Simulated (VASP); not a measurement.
# AlN (F-43m) in VASP: single point with PBE

Aim: the single point of AlN with PBE.

Program: VASP 6.6.1. These are calculated values, not measurements. Logs are shortened: lines on timing, memory, paths and dates and some standing lists are left out, and cuts for length are marked.

## Step 1: The cell of the first run

Symmetry: F-43m, No. 216, cubic system. Conventional cell: a = 4.368 Å, b = 4.368 Å, c = 4.368 Å, α = 90.00°, β = 90.00°, γ = 90.00°. Al (site symmetry -43m) has 4 N at 1.89 Å within 2.5 Å. N (site symmetry -43m) has 4 Al at 1.89 Å within 2.5 Å.

## Step 2: Single point, PBE

File INCAR:

```
ALGO = Normal
EDIFF = 1E-6
ENCUT = 600
GGA = PE
GGA_COMPAT = F
ISIF = 2
ISMEAR = 0
LASPH = T
LCHARG = F
LREAL = F
LWAVE = F
NBANDS = 11
NELM = 120
PREC = Accurate
SIGMA = 0.01
```

File KPOINTS:

```
k-points
0
Gamma
  9 9 9
```

File POSCAR:

```
AlN
1.0
    0.0000000000      2.1839935000      2.1839935000
    2.1839935000      0.0000000000      2.1839935000
    2.1839935000      2.1839935000      0.0000000000
Al N
1 1
Direct
    0.0000000000      0.0000000000      0.0000000000
    0.2500000000      0.2500000000      0.2500000000
```

Potentials or basis: VASP PAW PBE potentials, release 64 (Al, N).

Run with:

```
> cat potpaw_PBE.64/Al/POTCAR potpaw_PBE.64/N/POTCAR > POTCAR
> mpirun -np 1 vasp_std > vasp.out
```

OUTCAR:

```text
EDIFF = 1E-6
   ENCUT = 600
   GGA = PE
   ISIF = 2
   ISMEAR = 0
   LASPH = T
   LREAL = F
   NELM = 120
   PREC = Accurate

 ion  position               nearest neighbor table
   1  0.000  0.000  0.000-   2 1.89   2 1.89   2 1.89   2 1.89
   2  0.250  0.250  0.250-   1 1.89   1 1.89   1 1.89   1 1.89

  LATTYP: Found a face centered cubic cell.
 ALAT       =     4.3679870000

  Lattice vectors:

 A1 = (   0.0000000000,   2.1839935000,   2.1839935000)
 A2 = (   2.1839935000,   0.0000000000,   2.1839935000)
 A3 = (   2.1839935000,   2.1839935000,   0.0000000000)

Analysis of symmetry for initial positions (statically):
=====================================================================
 Subroutine PRICEL returns:
 Original cell was already a primitive cell.

 Routine SETGRP: Setting up the symmetry group for a
 face centered cubic supercell.

 Subroutine GETGRP returns: Found 24 space group operations
 (whereof 24 operations were pure point group operations)
 out of a pool of 48 trial point group operations.

The static configuration has the point symmetry T_d .

Analysis of symmetry for dynamics (positions and initial velocities):
=====================================================================
 Subroutine PRICEL returns:
 Original cell was already a primitive cell.

 Routine SETGRP: Setting up the symmetry group for a
 face centered cubic supercell.

 Subroutine GETGRP returns: Found 24 space group operations
 (whereof 24 operations were pure point group operations)
 out of a pool of 48 trial point group operations.

The dynamic configuration has the point symmetry T_d .

 Subroutine INISYM returns: Found 24 space group operations
 (whereof 24 operations are pure point group operations),
 and found     1 'primitive' translations

----------------------------------------------------------------------------------------

                                     Primitive cell

  volume of cell :      20.8345

  direct lattice vectors                    reciprocal lattice vectors
     0.000000000  2.183993500  2.183993500    -0.228938410  0.228938410  0.228938410
     2.183993500  0.000000000  2.183993500     0.228938410 -0.228938410  0.228938410
     2.183993500  2.183993500  0.000000000     0.228938410  0.228938410 -0.228938410

  length of vectors
     3.088633228  3.088633228  3.088633228     0.396532958  0.396532958  0.396532958

  position of ions in fractional coordinates (direct lattice)
     0.000000000  0.000000000  0.000000000
     0.250000000  0.250000000  0.250000000

  ion indices of the primitive-cell ions
   primitive index   ion index
                 1           1
                 2           2

----------------------------------------------------------------------------------------

 KPOINTS: k-points

Automatic generation of k-mesh.
 Grid dimensions read from file:
 generate k-points for:    9    9    9

 Generating k-lattice:

  Cartesian coordinates                     Fractional coordinates (reciprocal lattice)
    -0.025437601  0.025437601  0.025437601     0.111111111  0.000000000  0.000000000
     0.025437601 -0.025437601  0.025437601     0.000000000  0.111111111  0.000000000
     0.025437601  0.025437601 -0.025437601     0.000000000  0.000000000  0.111111111

  Length of vectors
     0.044059218  0.044059218  0.044059218

  Shift w.r.t. Gamma in fractional coordinates (k-lattice)
     0.000000000  0.000000000  0.000000000

 Subroutine IBZKPT returns following result:
 ===========================================

 Found     35 irreducible k-points:

 Following reciprocal coordinates:
            Coordinates               Weight
  0.000000  0.000000  0.000000      1.000000
  0.111111  0.000000  0.000000      8.000000
  0.222222  0.000000  0.000000      8.000000
  0.333333  0.000000  0.000000      8.000000
  0.444444  0.000000  0.000000      8.000000
  0.111111  0.111111  0.000000      6.000000
[... 16 lines left out ...]
 -0.333333  0.333333  0.000000     12.000000
  0.444444  0.444444  0.000000      6.000000
 [... further k-points ...]
   k-points           NKPTS =     35   k-points in BZ     NKDIM =     35   number of bands    NBANDS=     11
   number of dos      NEDOS =    301   number of ions     NIONS =      2
   total plane-waves  NPLWV =  21952
   dimension x,y,z NGX =    28 NGY =   28 NGZ =   28
   dimension x,y,z NGXF=    56 NGYF=   56 NGZF=   56
   ions per type =               1   1
   NGX,Y,Z   is equivalent  to a cutoff of  15.07, 15.07, 15.07 a.u.
   NGXF,Y,Z  is equivalent  to a cutoff of  30.14, 30.14, 30.14 a.u.
 SYSTEM =  unknown system
   PREC   = accura    normal or accurate (medium, high low for compatibility)
   ISTART =      0    job   : 0-new  1-cont  2-samecut
   ICHARG =      2    charge: 1-file 2-atom 10-const
   ISPIN  =      1    spin polarized calculation?
   LNONCOLLINEAR =      F non collinear calculations
   LSORBIT =      F    spin-orbit coupling
   LASPH  =      T    aspherical Exc in radial PAW
   ENCUT  =  600.0 eV  44.10 Ry    6.64 a.u.   6.17  6.17  6.17*2*pi/ulx,y,z
   NELM   =    120;   NELMIN=  2; NELMDL= -5     # of ELM steps
   EDIFF  = 0.1E-05   stopping-criterion for ELM
   LREAL  =      F    real-space projection
   EDIFFG = 0.1E-04   stopping-criterion for IOM
   NSW    =      0    number of steps for IOM
   IBRION =     -1    ionic relax: 0-MD 1-quasi-New 2-CG
   NFREE  =      0    steps in history (QN), initial steepest desc. (CG)
   ISIF   =      2    stress and relaxation
   ISYM   =      2    0-nonsym 1-usesym 2-fastsym
   POTIM  = 0.5000    time-step for ionic-motion
   TEBEG  =    0.0;   TEEND  =   0.0 temperature during run
   PSTRESS=    0.0 pullay stress
   NELECT =       8.0000    total number of electrons
   NUPDOWN=      -1.0000    fix difference up-down
   EMIN   =  10.00;   EMAX   =-10.00  energy-range for DOS
   EFERMI =   0.00;   METHOD = LEGACY
   ISMEAR =     0;   SIGMA  =   0.01  broadening in eV -4-tet -1-fermi 0-gaus
   EFERMI_NEDOS =   21; number of points for ismear=-14 and -15
   IALGO  =     38    algorithm
   IMIX   =      4    mixing-type and parameters
     AMIX     =   0.40;   BMIX     =  1.00
     AMIX_MAG =   1.60;   BMIX_MAG =  1.00
  volume/ion in A,a.u.               =      10.42        70.30
  Fermi-wavevector in a.u.,A,eV,Ry     =   1.189899  2.248583 19.263945  1.415860
  Thomas-Fermi vector in A             =   2.325996
   LORBIT       =      0    0 simple, 1 ext, 2 COOP (PROOUT), +10 PAW based schemes
   GGA     = PE    functional components
   LHFCALC =     F    Hartree Fock is set to
   AEXX    =    0.0000 exact exchange contribution
   IVDW    =     0    specifies the selected vdW correction
   LEPSILON=     F    determine dielectric tensor
   LRPA    =     F    only Hartree local field effects (RPA)
 non-spin polarized calculation
 Gauss-broadening in eV      SIGMA  =   0.01
  energy-cutoff  :      600.00
  volume of cell :       20.83
 maximum number of plane-waves:       725
 NGX is ok and might be reduce to    28
   NGX = 13   NGY = 13   NGZ = 13

 number of electron       7.9999999 magnetization

 Free energy of the ion-electron system (eV)
  ---------------------------------------------------
  ext. energy  EPLUGINS =         0.00000000
  ---------------------------------------------------
  free energy    TOTEN  =       -14.84194140 eV

  energy without entropy =      -14.84194140  energy(sigma->0) =      -14.84194140

 E-fermi :   6.0125     XC(G=0): -10.9338

 val. band max:        5.9697967640   @ k =   0.0000   0.0000   0.0000
 cond. band min:       9.4716824058   @ k =   0.4444   0.4444   0.0000
 fundamental gap:      3.5018856418
 Fermi energy:         6.0124555466

 k-point     1 :       0.0000    0.0000    0.0000
  band No.  band energies     occupation
      1      -9.0116      2.00000
      2       5.9698      2.00000
      3       5.9698      2.00000
      4       5.9698      2.00000
      5      10.1659      0.00000
      6      18.5302      0.00000
      7      18.5302      0.00000
      8      18.5302      0.00000
      9      23.6585      0.00000
     10      23.6585      0.00000
     11      25.0603      0.00000

 k-point     2 :       0.1111    0.0000    0.0000
  band No.  band energies     occupation
      1      -8.8314      2.00000
      2       4.9995      2.00000
      3       5.9069      2.00000
      4       5.9069      2.00000
      5      10.9496      0.00000
      6      18.0622      0.00000
      7      18.6835      0.00000
      8      18.6835      0.00000
      9      22.2672      0.00000
     10      22.2672      0.00000
     11      24.1542      0.00000

 k-point     3 :       0.2222    0.0000    0.0000
  band No.  band energies     occupation
      1      -8.3259      2.00000
      2       3.1769      2.00000
      3       5.7563      2.00000
      4       5.7563      2.00000
      5      12.1746      0.00000
      6      17.1591      0.00000
      7      18.4783      0.00000
      8      18.4783      0.00000
      9      21.9906      0.00000
     10      21.9906      0.00000
     11      23.2929      0.00000

 k-point     4 :       0.3333    0.0000    0.0000
  band No.  band energies     occupation
      1      -7.6279      2.00000
      2       1.4215      2.00000
      3       5.5988      2.00000
      4       5.5988      2.00000
      5      12.9795      0.00000
      6      16.3711      0.00000
      7      17.7022      0.00000
      8      17.7022      0.00000
      9      23.3104      0.00000
     10      23.4966      0.00000
     11      23.4966      0.00000

 k-point     5 :       0.4444    0.0000    0.0000
  band No.  band energies     occupation
      1      -7.0535      2.00000
      2       0.2786      2.00000
      3       5.5029      2.00000
      4       5.5029      2.00000
      5      13.3118      0.00000
      6      15.8999      0.00000
      7      17.1850      0.00000
      8      17.1850      0.00000
      9      23.8437      0.00000
     10      25.5621      0.00000
     11      25.5621      0.00000
[... 211 lines left out ...]
 k-point    21 :       0.4444    0.3333    0.0000
  band No.  band energies     occupation
      1      -6.7170      2.00000
      2       1.5404      2.00000
      3       3.9759      2.00000
      4       4.4487      2.00000
      5      10.4631      0.00000
      6      15.3238      0.00000
      7      18.7401      0.00000
      8      20.8103      0.00000
      9      21.2890      0.00000
     10      27.8761      0.00000
     11      29.8440      0.00000

 k-point    22 :      -0.4444    0.3333    0.0000
  band No.  band energies     occupation
      1      -6.4102      2.00000
      2       1.4613      2.00000
      3       2.8717      2.00000
      4       4.5579      2.00000
      5      11.0001      0.00000
      6      15.9384      0.00000
      7      18.8871      0.00000
      8      20.2274      0.00000
      9      21.2754      0.00000
     10      26.5996      0.00000
     11      30.3291      0.00000

 k-point    23 :      -0.3333    0.3333    0.0000
  band No.  band energies     occupation
      1      -6.4663      2.00000
      2       1.6850      2.00000
      3       2.2826      2.00000
      4       4.8715      2.00000
      5      12.0284      0.00000
      6      16.1203      0.00000
      7      18.5440      0.00000
      8      19.4058      0.00000
      9      22.0384      0.00000
     10      24.4304      0.00000
     11      30.4906      0.00000

 k-point    24 :       0.4444    0.4444    0.0000
  band No.  band energies     occupation
      1      -6.4436      2.00000
      2       1.1951      2.00000
      3       4.2405      2.00000
      4       4.2405      2.00000
      5       9.4717      0.00000
      6      14.6711      0.00000
      7      19.6995      0.00000
      8      21.5824      0.00000
      9      21.5824      0.00000
     10      29.2883      0.00000
     11      29.6195      0.00000

 [... further k-points ...]

------------------------ aborting loop because EDIFF is reached ----------------------------------------

  FORCE on cell =-STRESS in cart. coord.  units (eV):
  Direction    XX          YY          ZZ          XY          YZ          ZX
  --------------------------------------------------------------------------------------
  -------------------------------------------------------------------------------------
  Total        0.5797374      0.5797374      0.5797374      0.0000000     -0.0000000      0.0000000
  in kB       44.5818322     44.5818322     44.5818322      0.0000000     -0.0000000      0.0000000
  external PRESSURE =      44.5818322 kB  Pullay stress =       0.0000000 kB

 VOLUME and BASIS-vectors are now :
 -----------------------------------------------------------------------------
  energy-cutoff  :      600.00
  volume of cell :       20.83
      direct lattice vectors                 reciprocal lattice vectors
     0.000000000  2.183993500  2.183993500    -0.228938410  0.228938410  0.228938410
     2.183993500  0.000000000  2.183993500     0.228938410 -0.228938410  0.228938410
     2.183993500  2.183993500  0.000000000     0.228938410  0.228938410 -0.228938410

 POSITION                                       TOTAL-FORCE (eV/Angst)
 -----------------------------------------------------------------------------------
      0.00000      0.00000      0.00000         0.000000      0.000000      0.000000
      1.09200      1.09200      1.09200        -0.000000     -0.000000     -0.000000
 -----------------------------------------------------------------------------------
    total drift:                                0.000000      0.000000      0.000000

  FREE ENERGIE OF THE ION-ELECTRON SYSTEM (eV)
  ---------------------------------------------------
  free  energy   TOTEN  =       -14.8419414027 eV

  energy  without entropy=      -14.8419414027  energy(sigma->0) =      -14.84194140
```

It took 20 s on 1 thread of Intel Xeon 8259CL, shared host; peak memory 0.15 GiB.

What came out:

- Free energy: -14.8419 eV
- Pressure: 4.5 GPa
- Band gap on the k mesh: 3.50 eV (least direct gap 4.20 eV)

Levels at points of the mesh, in eV from the valence-band top:
| k point | band 1 | band 2 | band 3 | band 4 | band 5 | band 6 | band 7 | band 8 | band 9 |
| --- | --- | --- | --- | --- | --- | --- | --- | --- | --- |
| (0.00, 0.00, 0.00) | -14.98 | 0.00 | 0.00 | 0.00 | 4.20 | 12.56 | 12.56 | 12.56 | 17.69 |

Caveat: the cell stands under pressure; an odd mesh through Γ misses points on the zone boundary, where band edges can lie.
